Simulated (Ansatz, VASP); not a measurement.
# KCl in VASP and in Ansatz

```
K Cl
1.0
     3.89678    0.00000    0.00000
     0.00000    3.89678    0.00000
     0.00000    0.00000    3.83920
K Cl
1 1
Cartesian
  0.0000 0.0000 0.0000
  1.9484 1.9484 1.9196
```

Change from the starting cell: strain +0.015 along x and y, +0.000 along z, atoms carried along.

Alike in both runs: task single point; functional PBE; k mesh 6 × 6 × 6; occupations gaussian, width 0.05 eV; no spin polarisation.

|  | VASP | Ansatz |
| --- | --- | --- |
| version | VASP 6.6.1 | Ansatz 0.2.0 |
| potentials or method | VASP PAW PBE potentials, release 64 (K_sv, Cl), cutoff 520 eV | scalar-relativistic, plane waves, PAW |
| valence electrons in the cell | 16 | 16 |

```csv
,VASP,Ansatz,Ansatz less VASP
gap on the k mesh at the Fermi level (eV),4.63,4.63,+0.001
least direct gap on the mesh (eV),4.82,4.82,0.000
pressure (GPa),-0.6,-0.6,0.00
"traceless stress, the component that is largest in VASP (GPa)",0.41,0.41,+0.001
```
